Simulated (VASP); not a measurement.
A run of VASP 6.6.1 is set up as follows.

POSCAR

```
Al4CoNi3
1.0
   -2.8867731962      2.8867731962      2.8867731962
    2.8867731962     -2.8867731962      2.8867731962
    2.8867731962      2.8867731962     -2.8867731962
Al Co Ni
4 1 3
Direct
    0.0000000000      0.5000000000      0.0000000000
    0.5000000000      0.5000000000      0.5000000000
    0.0000000000      0.0000000000      0.5000000000
    0.5000000000      0.0000000000      0.0000000000
    0.0000000000      0.0000000000      0.0000000000
    0.5000000000      0.0000000000      0.5000000000
    0.5000000000      0.5000000000      0.0000000000
    0.0000000000      0.5000000000      0.5000000000
```

The input INCAR.step1:

```
ALGO = Normal
EDIFF = 1E-6
ENCUT = 520
GGA = PS
ISIF = 2
ISMEAR = 0
ISPIN = 2
LASPH = T
LCHARG = T
LMAXMIX = 4
LREAL = F
LWAVE = F
MAGMOM = 0 0 0 0 0.82 0 0 0
NBANDS = 40
NELM = 150
PREC = Accurate
SIGMA = 0.1
```

File KPOINTS.step1:

```
k-points
0
Gamma
  10 10 10
```

The input INCAR.step2:

```
ALGO = Normal
EDIFF = 1E-6
ENCUT = 520
GGA = PS
ICHARG = 11
ISIF = 2
ISMEAR = -5
ISPIN = 2
LASPH = T
LCHARG = F
LMAXMIX = 4
LORBIT = 11
LREAL = F
LWAVE = F
MAGMOM = 0 0 0 0 0.82 0 0 0
NBANDS = 40
NEDOS = 2001
NELM = 150
PREC = Accurate
SIGMA = 0.1
```

KPOINTS.step2

```
k-points
0
Gamma
  15 15 15
```

Potentials or basis: VASP PAW PBE potentials, release 64 (Al, Co, Ni).

Command:

```console
$ cat potpaw_PBE.64/Al/POTCAR potpaw_PBE.64/Co/POTCAR potpaw_PBE.64/Ni/POTCAR > POTCAR
$ cp INCAR.step1 INCAR
$ cp KPOINTS.step1 KPOINTS
$ mpirun -np 1 vasp_std > vasp.out
$ cp INCAR.step2 INCAR
$ cp KPOINTS.step2 KPOINTS
$ mpirun -np 1 vasp_std > vasp.out
```

(1) Predict the site moments.

(2) Predict the net moment.

## Answers

(1) Al -0.00; Co +0.60; Ni +0.07 μB.

(2) 0.76 μB per cell.
